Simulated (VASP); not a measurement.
Runs of VASP 6.6.1 on Ga. The structure is that of space group P6_3/mmc (No. 194), or close to it. The cells are those of the table. This isn't the form of Ga at room conditions, which is orthorhombic.

| task | cell | k mesh | cutoff (eV) | gap on the mesh (eV) | pressure (GPa) |
| --- | --- | --- | --- | --- | --- |
| single point | a = 3.032, b = 3.032, c = 4.782 Å, angles 90.0, 90.0, 120.0°, 2 atoms | 13 × 13 × 8 | 520 | none | 2.0 |
| single point | a = 2.945, b = 2.945, c = 4.646 Å, angles 90.0, 90.0, 120.0°, 2 atoms | 13 × 13 × 8 | 520 | none | 7.6 |
| single point | a = 3.074, b = 3.074, c = 4.848 Å, angles 90.0, 90.0, 120.0°, 2 atoms | 12 × 12 × 7 | 520 | none | (a) |
| single point | a = 3.192, b = 3.192, c = 5.035 Å, angles 90.0, 90.0, 120.0°, 2 atoms | 13 × 13 × 8 | 520 | none | -3.4 |
| single point | a = 3.153, b = 3.153, c = 4.974 Å, angles 90.0, 90.0, 120.0°, 2 atoms | 13 × 13 × 8 | 520 | none | -2.5 |
| single point | a = 2.989, b = 2.989, c = 4.715 Å, angles 90.0, 90.0, 120.0°, 2 atoms | 13 × 13 × 8 | 520 | none | 4.5 |
| relaxation of cell and atoms | relaxed from a = 3.026, b = 3.026, c = 4.942 Å, angles 90.0, 90.0, 120.0°, 2 atoms | 12 × 12 × 7 | 600 | none | 0.0 |
| single point | a = 3.114, b = 3.114, c = 4.912 Å, angles 90.0, 90.0, 120.0°, 2 atoms | 13 × 13 × 8 | 520 | none | (b) |

Alike in all rows: level RPBE; potentials or basis VASP PAW PBE potentials, release 64 (Ga_d); no spin polarisation; smearing fermi-dirac 0.1 eV.

Problem. Fill in the values left out.

Solution. (a) 0.1; (b) -1.4.

Caveats: the PAW data sets were made with another functional, which shifts forces and pressure a little; the cell stands under pressure (at least some runs); the cell stands under tension (at least some runs).

A k mesh can miss the band edges, and the runs leave out spin-orbit coupling on Ga.

A gap of «none» marks levels without a gap at the run's occupations.
